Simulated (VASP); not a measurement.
# HfV2N3 (P6/mmm) in VASP: single point with PBE

Aim: the single point of HfV2N3 with PBE.

All numbers are computed with VASP 6.6.1; they aren't measurements. Logs are shortened: lines on timing, memory, paths and dates and some standing lists are left out, and cuts for length are marked.

### 1 The cell of the first run

The structure is hexagonal, space group P6/mmm (No. 191). The conventional cell has a = 3.962 Å, b = 3.962 Å, c = 6.567 Å, α = 90.00°, β = 90.00°, γ = 120.00°. Hf (site symmetry 6/mmm) has 6 V at 2.29 Å within 3.0 Å. V (site symmetry -6m2) has 3 V at 2.29 Å and 3 Hf at 2.29 Å within 3.0 Å. N (site symmetry -6m2) has 6 N at 2.29 Å within 3.0 Å. N (site symmetry 6/mmm) has 6 N at 2.29 Å within 3.0 Å.

The cell was generated, and may not be a known phase.

### 2 Single point, PBE, collinear spin, antiferromagnetic start

INCAR reads:

```
  PREC = Accurate
  ENCUT = 600
  EDIFF = 1E-6
  ISMEAR = 0
  SIGMA = 0.1
  LREAL = F
  LASPH = T
  NELM = 200
  ALGO = Normal
  ISIF = 2
  LWAVE = F
  LCHARG = T
  ISPIN = 2
  MAGMOM = 0 2 -2 0 0 0
  LORBIT = 11
  LMAXMIX = 4
  GGA = PE
  LELF = T
  LVHAR = T
  NBANDS = 38
  GGA_COMPAT = F
```

KPOINTS reads:

```
regular mesh
0
Gamma
  6 6 4
```

POSCAR reads:

```
HfV2N3
1.0
    3.9622757200      0.0000000000      0.0000000000
   -1.9811378600      3.4314314300      0.0000000000
    0.0000000000      0.0000000000      6.5672147800
Hf V N
1 2 3
Direct
    0.0000000000      0.0000000000      0.5000000000
    0.3333333300      0.6666666700      0.5000000000
    0.6666666700      0.3333333300      0.5000000000
    0.3333333300      0.6666666700      0.0000000000
    0.6666666700      0.3333333300      0.0000000000
    0.0000000000      0.0000000000      0.0000000000
```

Potentials or basis: VASP PAW PBE potentials, release 64 (Hf_pv, V_sv, N).

On the command line:

```
> cat potpaw_PBE.64/Hf_pv/POTCAR potpaw_PBE.64/V_sv/POTCAR potpaw_PBE.64/N/POTCAR > POTCAR
> mpirun -np 1 vasp_std > vasp.out
```

OUTCAR:

```text
PREC = Accurate
   ENCUT = 600
   EDIFF = 1E-6
   ISMEAR = 0
   LREAL = F
   LASPH = T
   NELM = 200
   ISIF = 2
   ISPIN = 2
   LORBIT = 11
   GGA = PE

 ion  position               nearest neighbor table
   1  0.000  0.000  0.500-   2 2.29   3 2.29   2 2.29   3 2.29   3 2.29   2 2.29
   2  0.333  0.667  0.500-   3 2.29   1 2.29   3 2.29   1 2.29   1 2.29   3 2.29
   3  0.667  0.333  0.500-   2 2.29   1 2.29   2 2.29   1 2.29   1 2.29   2 2.29
   4  0.333  0.667  0.000-
   5  0.667  0.333  0.000-
   6  0.000  0.000  0.000-

  LATTYP: Found a hexagonal cell.
 ALAT       =     3.9622757200
 C/A-ratio  =     1.6574350813

  Lattice vectors:

 A1 = (   3.9622757200,   0.0000000000,   0.0000000000)
 A2 = (  -1.9811378600,   3.4314314300,   0.0000000000)
 A3 = (   0.0000000000,   0.0000000000,   6.5672147800)

Analysis of symmetry for initial positions (statically):
=====================================================================
 Subroutine PRICEL returns:
 Original cell was already a primitive cell.

 Routine SETGRP: Setting up the symmetry group for a
 hexagonal supercell.

 Subroutine GETGRP returns: Found 24 space group operations
 (whereof 24 operations were pure point group operations)
 out of a pool of 24 trial point group operations.

The static configuration has the point symmetry D_6h.

Analysis of symmetry for dynamics (positions and initial velocities):
=====================================================================
 Subroutine PRICEL returns:
 Original cell was already a primitive cell.

 Routine SETGRP: Setting up the symmetry group for a
 hexagonal supercell.

 Subroutine GETGRP returns: Found 24 space group operations
 (whereof 24 operations were pure point group operations)
 out of a pool of 24 trial point group operations.

The dynamic configuration has the point symmetry D_6h.

Analysis of structural, dynamic, and magnetic symmetry:
=====================================================================
 Subroutine PRICEL returns:
 Original cell was already a primitive cell.

 Routine SETGRP: Setting up the symmetry group for a
 hexagonal supercell.

 Subroutine GETGRP returns: Found 24 space group operations
 (whereof 24 operations were pure point group operations)
 out of a pool of 24 trial point group operations.

The overall configuration has the point symmetry D_6h.

 Subroutine INISYM returns: Found 24 space group operations
 (whereof 24 operations are pure point group operations),
 and found     1 'primitive' translations

----------------------------------------------------------------------------------------

                                     Primitive cell

  volume of cell :      89.2897

  direct lattice vectors                    reciprocal lattice vectors
     3.962275720  0.000000000  0.000000000     0.252380215  0.145711785  0.000000000
    -1.981137860  3.431431430  0.000000000     0.000000000  0.291423571  0.000000000
     0.000000000  0.000000000  6.567214780     0.000000000  0.000000000  0.152271554

  length of vectors
     3.962275720  3.962275720  6.567214780     0.291423571  0.291423571  0.152271554

  position of ions in fractional coordinates (direct lattice)
     0.000000000  0.000000000  0.500000000
     0.333333330  0.666666670  0.500000000
     0.666666670  0.333333330  0.500000000
     0.333333330  0.666666670  0.000000000
     0.666666670  0.333333330  0.000000000
     0.000000000  0.000000000  0.000000000

  ion indices of the primitive-cell ions
   primitive index   ion index
                 1           1
                 2           2
                 3           3
                 4           4
                 5           5
                 6           6

----------------------------------------------------------------------------------------

 KPOINTS: regular mesh

Automatic generation of k-mesh.
 Grid dimensions read from file:
 generate k-points for:    6    6    4

 Generating k-lattice:

  Cartesian coordinates                     Fractional coordinates (reciprocal lattice)
     0.042063369  0.024285298  0.000000000     0.166666667  0.000000000  0.000000000
     0.000000000  0.048570595  0.000000000     0.000000000  0.166666667  0.000000000
     0.000000000  0.000000000  0.038067888     0.000000000  0.000000000  0.250000000

  Length of vectors
     0.048570595  0.048570595  0.038067888

  Shift w.r.t. Gamma in fractional coordinates (k-lattice)
     0.000000000  0.000000000  0.000000000

 Subroutine IBZKPT returns following result:
 ===========================================

 Found     21 irreducible k-points:

 Following reciprocal coordinates:
            Coordinates               Weight
  0.000000  0.000000  0.000000      1.000000
  0.166667  0.000000  0.000000      6.000000
  0.333333  0.000000  0.000000      6.000000
  0.500000  0.000000  0.000000      3.000000
  0.166667  0.166667  0.000000      6.000000
  0.333333  0.166667  0.000000     12.000000
[... 13 lines left out ...]
  0.333333  0.166667  0.500000     12.000000
  0.333333  0.333333  0.500000      2.000000
   k-points           NKPTS =     21   k-points in BZ     NKDIM =     21   number of bands    NBANDS=     38
   number of dos      NEDOS =    301   number of ions     NIONS =      6
   total plane-waves  NPLWV =  55296
   dimension x,y,z NGX =    32 NGY =   32 NGZ =   54
   dimension x,y,z NGXF=    64 NGYF=   64 NGZF=  108
   ions per type =               1   2   3
   NGX,Y,Z   is equivalent  to a cutoff of  13.43, 13.43, 13.67 a.u.
   NGXF,Y,Z  is equivalent  to a cutoff of  26.85, 26.85, 27.34 a.u.
 SYSTEM =  unknown system
   PREC   = accura    normal or accurate (medium, high low for compatibility)
   ISTART =      0    job   : 0-new  1-cont  2-samecut
   ICHARG =      2    charge: 1-file 2-atom 10-const
   ISPIN  =      2    spin polarized calculation?
   LNONCOLLINEAR =      F non collinear calculations
   LSORBIT =      F    spin-orbit coupling
   LASPH  =      T    aspherical Exc in radial PAW
   ENCUT  =  600.0 eV  44.10 Ry    6.64 a.u.   7.91  7.91 13.12*2*pi/ulx,y,z
   NELM   =    200;   NELMIN=  2; NELMDL= -5     # of ELM steps
   EDIFF  = 0.1E-05   stopping-criterion for ELM
   LREAL  =      F    real-space projection
   EDIFFG = 0.1E-04   stopping-criterion for IOM
   NSW    =      0    number of steps for IOM
   IBRION =     -1    ionic relax: 0-MD 1-quasi-New 2-CG
   NFREE  =      0    steps in history (QN), initial steepest desc. (CG)
   ISIF   =      2    stress and relaxation
   ISYM   =      2    0-nonsym 1-usesym 2-fastsym
   POTIM  = 0.5000    time-step for ionic-motion
   TEBEG  =    0.0;   TEEND  =   0.0 temperature during run
   PSTRESS=    0.0 pullay stress
   NELECT =      51.0000    total number of electrons
   NUPDOWN=      -1.0000    fix difference up-down
   EMIN   =  10.00;   EMAX   =-10.00  energy-range for DOS
   EFERMI =   0.00;   METHOD = LEGACY
   ISMEAR =     0;   SIGMA  =   0.10  broadening in eV -4-tet -1-fermi 0-gaus
   EFERMI_NEDOS =   21; number of points for ismear=-14 and -15
   IALGO  =     38    algorithm
   IMIX   =      4    mixing-type and parameters
     AMIX     =   0.40;   BMIX     =  1.00
     AMIX_MAG =   1.60;   BMIX_MAG =  1.00
  volume/ion in A,a.u.               =      14.88       100.43
  Fermi-wavevector in a.u.,A,eV,Ry     =   1.358307  2.566827 25.102706  1.844997
  Thomas-Fermi vector in A             =   2.485151
   LORBIT       =     11    0 simple, 1 ext, 2 COOP (PROOUT), +10 PAW based schemes
   GGA     = PE    functional components
   LHFCALC =     F    Hartree Fock is set to
   AEXX    =    0.0000 exact exchange contribution
   IVDW    =     0    specifies the selected vdW correction
   LEPSILON=     F    determine dielectric tensor
   LRPA    =     F    only Hartree local field effects (RPA)
 spin polarized calculation
 Gauss-broadening in eV      SIGMA  =   0.10
  energy-cutoff  :      600.00
  volume of cell :       89.29
 maximum number of plane-waves:      3006
 NGX is ok and might be reduce to    32
   NGX = 15   NGY = 15   NGZ = 27

 number of electron      51.0000008 magnetization      -0.0000000

 number of electron      51.0000008 magnetization       0.0000000

 Free energy of the ion-electron system (eV)
  ---------------------------------------------------
  ext. energy  EPLUGINS =         0.00000000
  ---------------------------------------------------
  free energy    TOTEN  =       -31.20077919 eV

  energy without entropy =      -31.15561194  energy(sigma->0) =      -31.17819557

 E-fermi :   3.8587     XC(G=0): -10.6846

 val. band max:        3.8478502097   @ k =   0.3333   0.1667   0.5000
 cond. band min:       3.8607553285   @ k =   0.1667   0.1667   0.0000
 fundamental gap:      0.0129051188
 Fermi energy:         3.8586524717

 spin component 1

 k-point     1 :       0.0000    0.0000    0.0000
  band No.  band energies     occupation
      1     -59.8287      1.00000
      2     -59.3346      1.00000
      3     -34.3317      1.00000
      4     -34.3317      1.00000
      5     -33.6608      1.00000
      6     -33.3738      1.00000
[... 29 lines left out ...]
     36       7.6182      0.00000
     37       7.6182      0.00000

 k-point     2 :       0.1667    0.0000    0.0000
  band No.  band energies     occupation
      1     -59.8048      1.00000
      2     -59.3659      1.00000
      3     -34.4417      1.00000
      4     -34.3388      1.00000
      5     -33.6363      1.00000
      6     -33.3046      1.00000
[... 29 lines left out ...]
     36       6.9480      0.00000
     37       7.4357      0.00000
[... 718 lines left out ...]
     36       7.6559      0.00000
     37       7.8768      0.00000

 k-point    21 :       0.3333    0.3333    0.5000
  band No.  band energies     occupation
      1     -59.5987      1.00000
      2     -59.5986      1.00000
      3     -34.4565      1.00000
      4     -33.9008      1.00000
      5     -33.9007      1.00000
      6     -33.4647      1.00000
[... 29 lines left out ...]
     36       7.7642      0.00000
     37       7.8708      0.00000
 Fermi energy:         3.8586524717

 spin component 2

 k-point     1 :       0.0000    0.0000    0.0000
  band No.  band energies     occupation
      1     -59.8287      1.00000
      2     -59.3346      1.00000
      3     -34.3317      1.00000
      4     -34.3317      1.00000
      5     -33.6608      1.00000
      6     -33.3738      1.00000
[... 29 lines left out ...]
     36       7.6182      0.00000
     37       7.6182      0.00000

 k-point     2 :       0.1667    0.0000    0.0000
  band No.  band energies     occupation
      1     -59.8048      1.00000
      2     -59.3659      1.00000
      3     -34.4417      1.00000
      4     -34.3388      1.00000
      5     -33.6363      1.00000
      6     -33.3046      1.00000
[... 29 lines left out ...]
     36       6.9480      0.00000
     37       7.4357      0.00000
[... 718 lines left out ...]
     36       7.6559      0.00000
     37       7.8768      0.00000

 k-point    21 :       0.3333    0.3333    0.5000
  band No.  band energies     occupation
      1     -59.5987      1.00000
      2     -59.5986      1.00000
      3     -34.4565      1.00000
      4     -33.9008      1.00000
      5     -33.9007      1.00000
      6     -33.4647      1.00000
[... 29 lines left out ...]
     36       7.7642      0.00000
     37       7.8708      0.00000
 [bands above 37 left out]

------------------------ aborting loop because EDIFF is reached ----------------------------------------

  FORCE on cell =-STRESS in cart. coord.  units (eV):
  Direction    XX          YY          ZZ          XY          YZ          ZX
  --------------------------------------------------------------------------------------
  -------------------------------------------------------------------------------------
  Total       17.1622258     17.1622258    -11.2904366      0.0000000      0.0000000     -0.0000000
  in kB      307.9519475    307.9519475   -202.5909688      0.0000000      0.0000000     -0.0000000
  external PRESSURE =     137.7709754 kB  Pullay stress =       0.0000000 kB

 VOLUME and BASIS-vectors are now :
 -----------------------------------------------------------------------------
  energy-cutoff  :      600.00
  volume of cell :       89.29
      direct lattice vectors                 reciprocal lattice vectors
     3.962275720  0.000000000  0.000000000     0.252380215  0.145711785  0.000000000
    -1.981137860  3.431431430  0.000000000     0.000000000  0.291423571  0.000000000
     0.000000000  0.000000000  6.567214780     0.000000000  0.000000000  0.152271554

 POSITION                                       TOTAL-FORCE (eV/Angst)
 -----------------------------------------------------------------------------------
      0.00000      0.00000      3.28361        -0.000000      0.000000      0.000000
     -0.00000      2.28762      3.28361        -0.000000      0.000000      0.000000
      1.98114      1.14381      3.28361         0.000000     -0.000000      0.000000
     -0.00000      2.28762      0.00000         0.000000     -0.000000      0.000000
      1.98114      1.14381      0.00000        -0.000000      0.000000      0.000000
      0.00000      0.00000      0.00000        -0.000000      0.000000      0.000000
 -----------------------------------------------------------------------------------
    total drift:                               -0.000000      0.000000      0.000000

  FREE ENERGIE OF THE ION-ELECTRON SYSTEM (eV)
  ---------------------------------------------------
  free  energy   TOTEN  =       -31.2007791853 eV

  energy  without entropy=      -31.1556119448  energy(sigma->0) =      -31.17819557

 total charge

# of ion       s       p       d       tot
------------------------------------------
    1        0.480   6.306   2.574   9.359
    2        2.379   6.192   3.716  12.287
    3        2.379   6.192   3.716  12.287
    4        1.403   1.822   0.000   3.225
    5        1.403   1.822   0.000   3.225
    6        1.400   1.834   0.000   3.234
--------------------------------------------------
tot          9.444  24.166  10.006  43.616

 magnetization (x)

# of ion       s       p       d       tot
------------------------------------------
    1        0.000   0.000   0.000   0.000
    2        0.000   0.000   0.000   0.000
    3       -0.000  -0.000  -0.000  -0.000
    4       -0.000  -0.000   0.000  -0.000
    5        0.000   0.000   0.000   0.000
    6        0.000   0.000   0.000   0.000
--------------------------------------------------
tot          0.000   0.000   0.000   0.000
```

It took 4.2 min on 1 thread of Oxide Virtual Turin-like, shared host; peak memory 0.32 GiB.

What came out:

| Item | Value |
| --- | --- |
| Free energy | -31.2008 eV |
| Pressure | 13.8 GPa |
| Net moment | 0.00 μB per cell |
| Valence electrons inside the program's atomic spheres | Hf 9.36; V 12.29; N 3.23 |

Caveat: the stress differs along the axes, from -20 to 31 GPa; the moments typed at the start vanished in this run; spin-orbit coupling is left out, which moves the levels of the heavy elements. With open d or f shells a metallic result of PBE can be an artefact of self-interaction; +U or a hybrid may open a gap.
